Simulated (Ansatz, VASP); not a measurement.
**Two plane-wave programs on Al3GaIr**

```
Al Ga Ir
1.0
     4.77694    0.00000    0.00000
     0.00000    4.77694    0.00000
     0.00000    0.00000    4.78982
Al Ga Ir
3 1 1
Direct
  0.50000 0.50000 0.50000
  0.50000 0.00000 0.00000
  0.00000 0.50000 0.00000
  0.00000 0.00000 0.50000
  0.00000 0.00000 0.00000
```

Alike in both runs: functional PBE; k mesh 4 × 4 × 4; occupations gaussian, width 0.1 eV; no spin polarisation.

Ansatz relaxed the structure, and its values are those at the end. VASP's run is a single point on that final structure, the one shown.

|  | VASP | Ansatz |
| --- | --- | --- |
| version | VASP 6.6.1 | Ansatz 0.2.0 |
| potentials or method | VASP PAW PBE potentials, release 64 (Al, Ga_d, Ir), cutoff 520 eV | scalar-relativistic, plane waves, PAW |
| valence electrons in the cell | 31 | 39 |

VASP gave:

- gap on the k mesh at the Fermi level (eV): none
- pressure (GPa): 0.1

Question: Estimate Ansatz's values.

Answer: gap on the k mesh at the Fermi level (eV): none; pressure (GPa): 0.0.

A gap of «none» marks a metal or a gap that the smearing closes. VASP's potentials hold 31 valence electrons a cell and Ansatz's 39, so a difference there can come from the potentials and not from the codes.

Neither program's run includes spin-orbit coupling.
